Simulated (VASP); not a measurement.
# Sc (P6_3/mmc) in VASP: a series of runs

Sc is run at these levels: PBEsol; tasks: single point.

Everything below comes from runs of VASP 6.6.1. Logs are shortened: lines on timing, memory, paths and dates and some standing lists are left out, and cuts for length are marked.

## (1) The cell of the first run

The structure is hexagonal, space group P6_3/mmc (No. 194). The conventional cell has a = 3.210 Å, b = 3.210 Å, c = 5.347 Å, α = 90.00°, β = 90.00°, γ = 120.00°. Within 4.2 Å of Sc (site symmetry -6m2) lie 12 Sc at 3.21 to 3.25 Å.

## (2) Single point, PBEsol (strain -0.030 along x and y, +0.015 along z)

INCAR reads:

```
ALGO = Fast
EDIFF = 1E-6
ENCUT = 520
GGA = PS
ISIF = 2
ISMEAR = 0
LASPH = T
LCHARG = F
LREAL = F
LWAVE = F
NBANDS = 18
NELM = 60
PREC = Accurate
SIGMA = 0.15
```

KPOINTS reads:

```
k-points
0
Gamma
  18 18 10
```

POSCAR reads:

```
Sc
1.0
    3.2095339604      0.0000000000      0.0000000000
   -1.6047669802      2.7795379440      0.0000000000
    0.0000000000      0.0000000000      5.3470200000
Sc
2
Direct
    0.3333333333      0.6666666667      0.2500000000
    0.6666666667      0.3333333333      0.7500000000
```

Potentials or basis: VASP PAW PBE potentials, release 64 (Sc_sv).

The run is started by

```
> cat potpaw_PBE.64/Sc_sv/POTCAR > POTCAR
> mpirun -np 1 vasp_std > vasp.out
```

OUTCAR:

```text
EDIFF = 1E-6
   ENCUT = 520
   GGA = PS
   ISIF = 2
   ISMEAR = 0
   LASPH = T
   LREAL = F
   NELM = 60
   PREC = Accurate

 ion  position               nearest neighbor table
   1  0.333  0.667  0.250-   2 3.25   2 3.25   2 3.25   2 3.25   2 3.25   2 3.25
   2  0.667  0.333  0.750-   1 3.25   1 3.25   1 3.25   1 3.25   1 3.25   1 3.25

  LATTYP: Found a hexagonal cell.
 ALAT       =     3.2095339604
 C/A-ratio  =     1.6659801909

  Lattice vectors:

 A1 = (   3.2095339604,   0.0000000000,   0.0000000000)
 A2 = (  -1.6047669802,   2.7795379440,   0.0000000000)
 A3 = (   0.0000000000,   0.0000000000,   5.3470200000)

Analysis of symmetry for initial positions (statically):
=====================================================================
 Subroutine PRICEL returns:
 Original cell was already a primitive cell.

 Routine SETGRP: Setting up the symmetry group for a
 hexagonal supercell.

 Subroutine GETGRP returns: Found 24 space group operations
 (whereof 12 operations were pure point group operations)
 out of a pool of 24 trial point group operations.

The static configuration has the point symmetry D_3d.
 The point group associated with its full space group is D_6h.

Analysis of symmetry for dynamics (positions and initial velocities):
=====================================================================
 Subroutine PRICEL returns:
 Original cell was already a primitive cell.

 Routine SETGRP: Setting up the symmetry group for a
 hexagonal supercell.

 Subroutine GETGRP returns: Found 24 space group operations
 (whereof 12 operations were pure point group operations)
 out of a pool of 24 trial point group operations.

The dynamic configuration has the point symmetry D_3d.
 The point group associated with its full space group is D_6h.

 Subroutine INISYM returns: Found 24 space group operations
 (whereof 12 operations are pure point group operations),
 and found     1 'primitive' translations

----------------------------------------------------------------------------------------

                                     Primitive cell

  volume of cell :      47.7009

  direct lattice vectors                    reciprocal lattice vectors
     3.209533960  0.000000000  0.000000000     0.311571715  0.179886013  0.000000000
    -1.604766980  2.779537944  0.000000000     0.000000000  0.359772027  0.000000000
     0.000000000  0.000000000  5.347020000     0.000000000  0.000000000  0.187020060

  length of vectors
     3.209533960  3.209533960  5.347020000     0.359772027  0.359772027  0.187020060

  position of ions in fractional coordinates (direct lattice)
     0.333333333  0.666666667  0.250000000
     0.666666667  0.333333333  0.750000000

  ion indices of the primitive-cell ions
   primitive index   ion index
                 1           1
                 2           2

----------------------------------------------------------------------------------------

 KPOINTS: k-points

Automatic generation of k-mesh.
 Grid dimensions read from file:
 generate k-points for:   18   18   10

 Generating k-lattice:

  Cartesian coordinates                     Fractional coordinates (reciprocal lattice)
     0.017309540  0.009993667  0.000000000     0.055555556  0.000000000  0.000000000
     0.000000000  0.019987335  0.000000000     0.000000000  0.055555556  0.000000000
     0.000000000  0.000000000  0.018702006     0.000000000  0.000000000  0.100000000

  Length of vectors
     0.019987335  0.019987335  0.018702006

  Shift w.r.t. Gamma in fractional coordinates (k-lattice)
     0.000000000  0.000000000  0.000000000

 Subroutine IBZKPT returns following result:
 ===========================================

 Found    222 irreducible k-points:

 Following reciprocal coordinates:
            Coordinates               Weight
  0.000000  0.000000  0.000000      1.000000
  0.055556  0.000000  0.000000      6.000000
  0.111111  0.000000  0.000000      6.000000
  0.166667  0.000000  0.000000      6.000000
  0.222222  0.000000  0.000000      6.000000
  0.277778  0.000000  0.000000      6.000000
[... 16 lines left out ...]
  0.333333  0.111111  0.000000     12.000000
  0.388889  0.111111  0.000000     12.000000
 [... further k-points ...]
   k-points           NKPTS =    222   k-points in BZ     NKDIM =    222   number of bands    NBANDS=     18
   number of dos      NEDOS =    301   number of ions     NIONS =      2
   total plane-waves  NPLWV =  23040
   dimension x,y,z NGX =    24 NGY =   24 NGZ =   40
   dimension x,y,z NGXF=    48 NGYF=   48 NGZF=   80
   ions per type =               2
   NGX,Y,Z   is equivalent  to a cutoff of  12.43, 12.43, 12.44 a.u.
   NGXF,Y,Z  is equivalent  to a cutoff of  24.86, 24.86, 24.87 a.u.
 SYSTEM =  unknown system
   PREC   = accura    normal or accurate (medium, high low for compatibility)
   ISTART =      0    job   : 0-new  1-cont  2-samecut
   ICHARG =      2    charge: 1-file 2-atom 10-const
   ISPIN  =      1    spin polarized calculation?
   LNONCOLLINEAR =      F non collinear calculations
   LSORBIT =      F    spin-orbit coupling
   LASPH  =      T    aspherical Exc in radial PAW
   ENCUT  =  520.0 eV  38.22 Ry    6.18 a.u.   5.97  5.97  9.94*2*pi/ulx,y,z
   NELM   =     60;   NELMIN=  2; NELMDL= -5     # of ELM steps
   EDIFF  = 0.1E-05   stopping-criterion for ELM
   LREAL  =      F    real-space projection
   EDIFFG = 0.1E-04   stopping-criterion for IOM
   NSW    =      0    number of steps for IOM
   IBRION =     -1    ionic relax: 0-MD 1-quasi-New 2-CG
   NFREE  =      0    steps in history (QN), initial steepest desc. (CG)
   ISIF   =      2    stress and relaxation
   ISYM   =      2    0-nonsym 1-usesym 2-fastsym
   POTIM  = 0.5000    time-step for ionic-motion
   TEBEG  =    0.0;   TEEND  =   0.0 temperature during run
   PSTRESS=    0.0 pullay stress
   NELECT =      22.0000    total number of electrons
   NUPDOWN=      -1.0000    fix difference up-down
   EMIN   =  10.00;   EMAX   =-10.00  energy-range for DOS
   EFERMI =   0.00;   METHOD = LEGACY
   ISMEAR =     0;   SIGMA  =   0.15  broadening in eV -4-tet -1-fermi 0-gaus
   EFERMI_NEDOS =   21; number of points for ismear=-14 and -15
   IALGO  =     68    algorithm
   IMIX   =      4    mixing-type and parameters
     AMIX     =   0.40;   BMIX     =  1.00
     AMIX_MAG =   1.60;   BMIX_MAG =  1.00
  volume/ion in A,a.u.               =      23.85       160.95
  Fermi-wavevector in a.u.,A,eV,Ry     =   1.264854  2.390227 21.767344  1.599855
  Thomas-Fermi vector in A             =   2.398137
   LORBIT       =      0    0 simple, 1 ext, 2 COOP (PROOUT), +10 PAW based schemes
   GGA     = PS    functional components
   LHFCALC =     F    Hartree Fock is set to
   AEXX    =    0.0000 exact exchange contribution
   IVDW    =     0    specifies the selected vdW correction
   LEPSILON=     F    determine dielectric tensor
   LRPA    =     F    only Hartree local field effects (RPA)
 non-spin polarized calculation
 RMM-DIIS sequential band-by-band and
 Gauss-broadening in eV      SIGMA  =   0.15
  energy-cutoff  :      520.00
  volume of cell :       47.70
 maximum number of plane-waves:      1304
 NGX is ok and might be reduce to    24
   NGX = 11   NGY = 11   NGZ = 19

 number of electron      21.9999996 magnetization

 Free energy of the ion-electron system (eV)
  ---------------------------------------------------
  ext. energy  EPLUGINS =         0.00000000
  ---------------------------------------------------
  free energy    TOTEN  =       -13.19671995 eV

  energy without entropy =      -13.14613990  energy(sigma->0) =      -13.17142992

 E-fermi :   3.7806     XC(G=0): -10.1260

 val. band max:        3.7799649961   @ k =   0.3333   0.0000   0.4000
 cond. band min:       3.7826142516   @ k =   0.2222   0.0000   0.3000
 fundamental gap:      0.0026492556
 Fermi energy:         3.7805992100

 k-point     1 :       0.0000    0.0000    0.0000
  band No.  band energies     occupation
      1     -45.3514      2.00000
      2     -45.2873      2.00000
      3     -24.2642      2.00000
      4     -23.8800      2.00000
      5     -23.8800      2.00000
      6     -23.8382      2.00000
[... 10 lines left out ...]
     17       6.4245      0.00000
     18       6.4281      0.00000

 k-point     2 :       0.0556    0.0000    0.0000
  band No.  band energies     occupation
      1     -45.3495      2.00000
      2     -45.2863      2.00000
      3     -24.2597      2.00000
      4     -23.8910      2.00000
      5     -23.8833      2.00000
      6     -23.8395      2.00000
[... 10 lines left out ...]
     17       6.3525      0.00000
     18       6.3796      0.00000

 k-point     3 :       0.1111    0.0000    0.0000
  band No.  band energies     occupation
      1     -45.3439      2.00000
      2     -45.2832      2.00000
      3     -24.2465      2.00000
      4     -23.9228      2.00000
      5     -23.8928      2.00000
      6     -23.8718      2.00000
[... 10 lines left out ...]
     17       6.1754      0.00000
     18       6.2599      0.00000

 k-point     4 :       0.1667    0.0000    0.0000
  band No.  band energies     occupation
      1     -45.3352      2.00000
      2     -45.2787      2.00000
      3     -24.2255      2.00000
      4     -23.9716      2.00000
      5     -23.9208      2.00000
      6     -23.9071      2.00000
[... 375 lines left out ...]
      4     -24.1235      2.00000
      5     -24.1041      2.00000
      6     -23.9726      2.00000
[... 10 lines left out ...]
     17       7.3068      0.00000
     18       7.6235      0.00000

 k-point    23 :       0.3333    0.1111    0.0000
  band No.  band energies     occupation
      1     -45.2870      2.00000
      2     -45.2599      2.00000
      3     -24.1957      2.00000
      4     -24.1387      2.00000
      5     -24.0922      2.00000
      6     -23.9916      2.00000
[... 10 lines left out ...]
     17       7.6044      0.00000
     18       7.7244      0.00000

 k-point    24 :       0.3889    0.1111    0.0000
  band No.  band energies     occupation
      1     -45.2798      2.00000
      2     -45.2589      2.00000
      3     -24.2250      2.00000
      4     -24.1612      2.00000
      5     -24.0671      2.00000
      6     -24.0039      2.00000
[... 10 lines left out ...]
     17       7.7360      0.00000
     18       7.7807      0.00000

 [... further k-points ...]

------------------------ aborting loop because EDIFF is reached ----------------------------------------

  FORCE on cell =-STRESS in cart. coord.  units (eV):
  Direction    XX          YY          ZZ          XY          YZ          ZX
  --------------------------------------------------------------------------------------
  -------------------------------------------------------------------------------------
  Total        0.4376742      0.4376742     -1.0649444      0.0000000     -0.0000000      0.0000000
  in kB       14.7006037     14.7006037    -35.7693576      0.0000000     -0.0000000      0.0000000
  external PRESSURE =      -2.1227168 kB  Pullay stress =       0.0000000 kB

 VOLUME and BASIS-vectors are now :
 -----------------------------------------------------------------------------
  energy-cutoff  :      520.00
  volume of cell :       47.70
      direct lattice vectors                 reciprocal lattice vectors
     3.209533960  0.000000000  0.000000000     0.311571715  0.179886013  0.000000000
    -1.604766980  2.779537944  0.000000000     0.000000000  0.359772027  0.000000000
     0.000000000  0.000000000  5.347020000     0.000000000  0.000000000  0.187020060

 POSITION                                       TOTAL-FORCE (eV/Angst)
 -----------------------------------------------------------------------------------
     -0.00000      1.85303      1.33675        -0.000000      0.000000      0.000000
      1.60477      0.92651      4.01026         0.000000      0.000000      0.000000
 -----------------------------------------------------------------------------------
    total drift:                               -0.000000      0.000000     -0.000000

  FREE ENERGIE OF THE ION-ELECTRON SYSTEM (eV)
  ---------------------------------------------------
  free  energy   TOTEN  =       -13.1967199505 eV

  energy  without entropy=      -13.1461398960  energy(sigma->0) =      -13.17142992
```

It took 2 min on 1 thread of AMD EPYC 9R45 (Zen 5), shared host; peak memory 0.24 GiB.

What came out:

```
Free energy            : -13.1967 eV
Pressure               : -0.2 GPa
Band gap on the k mesh : zero (bands 11 and 12 overlap by 1.21 eV)
```

Levels at points of the mesh, in eV from the Fermi level:
```tsv
k point	band 9	band 10	band 11	band 12	band 13	band 14
(0.00, 0.00, 0.00)	-5.21	-1.83	0.21	1.51	1.68	1.68
(0.50, 0.00, 0.00)	-1.57	-1.09	-0.80	-0.14	1.12	1.62
(0.00, 0.00, 0.50)	-3.76	-3.76	0.73	0.73	1.66	1.66
(0.50, 0.00, 0.50)	-1.54	-1.54	-0.01	-0.01	1.33	1.33
```

Caveat: the cell differs from its parent crystal (strain -0.030 along x and y, +0.015 along z); the PAW data sets were made with another functional, which shifts forces and pressure a little.

## (3) Single point, PBEsol (strain -0.015 along x and y, -0.015 along z)

INCAR reads:

```
  PREC = Accurate
  ENCUT = 520
  EDIFF = 1E-6
  ISMEAR = 0
  SIGMA = 0.15
  LREAL = False
  LASPH = True
  NELM = 60
  ALGO = Fast
  ISIF = 2
  LWAVE = False
  LCHARG = True
  GGA = PS
  LELF = True
  LVHAR = True
  NBANDS = 18
```

KPOINTS reads:

```
Automatic mesh
0
Gamma
  18 18 10
```

POSCAR reads:

```
Sc
1.0
    3.2591659288      0.0000000000      0.0000000000
   -1.6295829644      2.8225204895      0.0000000000
    0.0000000000      0.0000000000      5.1889800000
Sc
2
Direct
    0.3333333333      0.6666666667      0.2500000000
    0.6666666667      0.3333333333      0.7500000000
```

Potentials or basis: VASP PAW PBE potentials, release 64 (Sc_sv).

The run is started by

```
> cat potpaw_PBE.64/Sc_sv/POTCAR > POTCAR
> mpirun -np 1 vasp_std > vasp.out
```

Wall time 2 min (1 thread of AMD EPYC 9R45 (Zen 5), shared host); peak memory 0.24 GiB.

The run converged. Its results:

| Quantity | Value |
| --- | --- |
| Free energy | -13.2282 eV |
| Pressure | -0.4 GPa |
| Band gap on the k mesh | zero (bands 11 and 12 overlap by 1.43 eV) |

Stress tensor (GPa, compression positive):
```
 0.22  0.00  0.00
 0.00  0.22  0.00
 0.00  0.00 -1.67
```

Levels at points of the mesh, in eV from the Fermi level:
```csv
k point,band 8,band 9,band 10,band 11,band 12,band 13,band 14,band 15
"(0.00, 0.00, 0.00)",-27.59,-5.20,-1.73,0.53,1.65,1.65,1.77,2.08
"(0.50, 0.00, 0.00)",-27.66,-1.61,-1.09,-0.75,-0.26,1.26,1.44,1.84
"(0.00, 0.00, 0.50)",-27.64,-3.66,-3.66,0.91,0.91,1.58,1.58,1.58
"(0.50, 0.00, 0.50)",-27.71,-1.53,-1.53,0.05,0.05,1.33,1.33,2.49
```

Caveat: the cell differs from its parent crystal (strain -0.015 along x and y, -0.015 along z); the PAW data sets were made with another functional, which shifts forces and pressure a little.

(Continued in part 2 of 2.)
